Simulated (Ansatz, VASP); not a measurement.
# GaN: VASP beside Ansatz

```
Ga N
1.0
     0.00000    2.87857    2.87857
     2.87857    0.00000    2.87857
     2.87857    2.87857    0.00000
Ga N
2 2
Direct
  0.00000 0.00000 0.00000
  0.25000 0.25000 0.25000
  0.75000 0.75000 0.75000
  0.50000 0.50000 0.50000
```

Alike in both runs: functional PBE; k mesh 6 × 6 × 6; occupations gaussian, width 0.1 eV; collinear spin.

Ansatz relaxed the structure, and its values are those at the end. VASP's run is a single point on that final structure, the one shown.

|  | VASP | Ansatz |
| --- | --- | --- |
| version | VASP 6.6.1 | Ansatz 0.2.0 |
| potentials or method | VASP PAW PBE potentials, release 64 (Ga_d, N), cutoff 520 eV | scalar-relativistic, plane waves, PAW |
| valence electrons in the cell | 36 | 36 |

VASP gave:

| Quantity | Value |
| --- | --- |
| gap on the k mesh at the Fermi level (eV) | none |
| pressure (GPa) | 0.2 |
| net moment per atom (μB) | 0.07 |
| size of the moment on the site where the two differ most (μB) | 0.10 |

**Question.** Estimate Ansatz's values.

**Answer.** gap on the k mesh at the Fermi level (eV): none; pressure (GPa): 0.0; net moment per atom (μB): 0.07; size of the moment on the site where the two differ most (μB): 0.13.

Site moments also hang on the region over which each program counts them. A gap of «none» marks a metal or a gap that the smearing closes.
